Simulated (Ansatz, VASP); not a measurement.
## One calculation of ZnCd5Se6, two programs

```xyz
12
Lattice="4.3154 0.0000 0.0000 0.0000 4.3154 0.0000 0.0000 0.0000 18.4443" Properties=species:S:1:pos:R:3 pbc="T T T"
Zn    0.0000    0.0000    0.0000
Cd    0.0000    0.0000   12.3826
Cd    2.1577    2.1577   15.5427
Cd    2.1577    2.1577    2.9016
Cd    0.0000    0.0000    6.0618
Cd    2.1577    2.1577    9.2222
Se    2.1577    0.0000   13.9626
Se    0.0000    2.1577   17.1292
Se    2.1577    0.0000    1.3152
Se    0.0000    2.1577    4.4817
Se    2.1577    0.0000    7.6420
Se    0.0000    2.1577   10.8024
```

Alike in both runs: task single point; functional PBE; k mesh 4 × 4 × 1; occupations gaussian, width 0.1 eV; no spin polarisation.

|  | VASP | Ansatz |
| --- | --- | --- |
| version | VASP 6.6.1 | Ansatz 0.2.0 |
| potentials or method | VASP PAW PBE potentials, release 64 (Zn, Cd, Se), cutoff 520 eV | scalar-relativistic, plane waves, PAW |
| valence electrons in the cell | 108 | 208 |

```tsv
	VASP	Ansatz	Ansatz less VASP
gap on the k mesh at the Fermi level (eV)	0.54	0.54	+0.001
least direct gap on the mesh (eV)	0.54	0.54	+0.001
pressure (GPa)	0.3	0.1	-0.25
traceless stress, the component that is largest in VASP (GPa)	-0.12	-0.12	-0.003
rms of the force components (eV/Å)	0.006	0.003	-0.0034
```

Atom by atom the forces differ by 0.003 eV/Å (rms over components). VASP's potentials hold 108 valence electrons a cell and Ansatz's 208, so a difference there can come from the potentials and not from the codes.
